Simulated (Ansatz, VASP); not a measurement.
**One calculation of CdS, two programs**

```
Cd S
1.0
     0.00000    2.91650    2.91650
     2.91650    0.00000    2.91650
     2.91650    2.91650    0.00000
Cd S
1 1
Direct
  0.00000 0.00000 0.00000
  0.75000 0.75000 0.75000
```

Alike in both runs: task single point; functional r2SCAN-based global hybrid with a share of 0.1 of exact exchange; k mesh 5 × 5 × 5; occupations fermi-dirac, width 0.05 eV; no spin polarisation.

|  | VASP | Ansatz |
| --- | --- | --- |
| version | VASP 6.6.1 | Ansatz 0.2.0 |
| potentials or method | VASP PAW PBE potentials, release 64 (Cd, S) | Ansatz PAW |
| plane-wave cutoff (eV) | 520 | 500 |
| valence electrons in the cell | 18 | 26 |

VASP gave:

| Property | Result |
| --- | --- |
| gap on the k mesh at the Fermi level (eV) | 2.19 |
| least direct gap on the mesh (eV) | 2.19 |
| pressure (GPa) | 1.6 |

Problem. What did Ansatz give for the same quantities?

Solution. gap on the k mesh at the Fermi level (eV): 2.18; least direct gap on the mesh (eV): 2.18; pressure (GPa): 1.3.

VASP's potentials were made for PBE, not for r2SCAN-based global hybrid. VASP's potentials hold 18 valence electrons a cell and Ansatz's 26, so a difference there can come from the potentials and not from the codes.

Noted on Ansatz's run: odd divisions of the mesh miss points on the zone boundary, where band edges often lie, so the gap on the mesh can be too wide.
